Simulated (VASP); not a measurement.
# Au: single point with PBE

Au:

```xyz
2
Lattice="0.0000 3.0800 3.0800 3.0800 0.0000 3.0800 3.0800 3.0800 0.0000" Properties=species:S:1:pos:R:3 pbc="T T T"
Au    0.7700    0.7700    0.7700
Au    5.3900    5.3900    5.3900
```

This isn't the form of Au at room conditions, which is fcc.

```yaml
Program: VASP 6.6.1
Task: single point
Functional: PBE
Potentials_or_basis: VASP PAW PBE potentials, release 64 (Au)
Cutoff: 500 eV
k_mesh: 5 × 5 × 5
Occupations: fermi-dirac, width 0.1 eV
Spin: no spin polarisation
Dipole_correction: no
Further_INCAR_settings: ALGO = Normal; EDIFF = 1e-06; NBANDS = 18
```

```
Pressure : -0.1 GPa
```

Levels at points of the mesh, in eV from the Fermi level:
| k point | band 7 | band 8 | band 9 | band 10 | band 11 | band 12 | band 13 | band 14 | band 15 | band 16 |
| --- | --- | --- | --- | --- | --- | --- | --- | --- | --- | --- |
| (0.00, 0.00, 0.00) | -2.35 | -2.35 | -2.35 | -1.39 | -1.39 | 8.34 | 9.34 | 9.34 | 9.34 | 9.71 |

Wall time 7.9 s on 1 thread of Intel(R) Xeon(R) Platinum 8259CL CPU @ 2.50GHz (Skylake/Cascade Lake) (shared host), peak memory 0.17 GiB.

Caveat: spin-orbit coupling is left out, which moves the levels of the heavy elements.
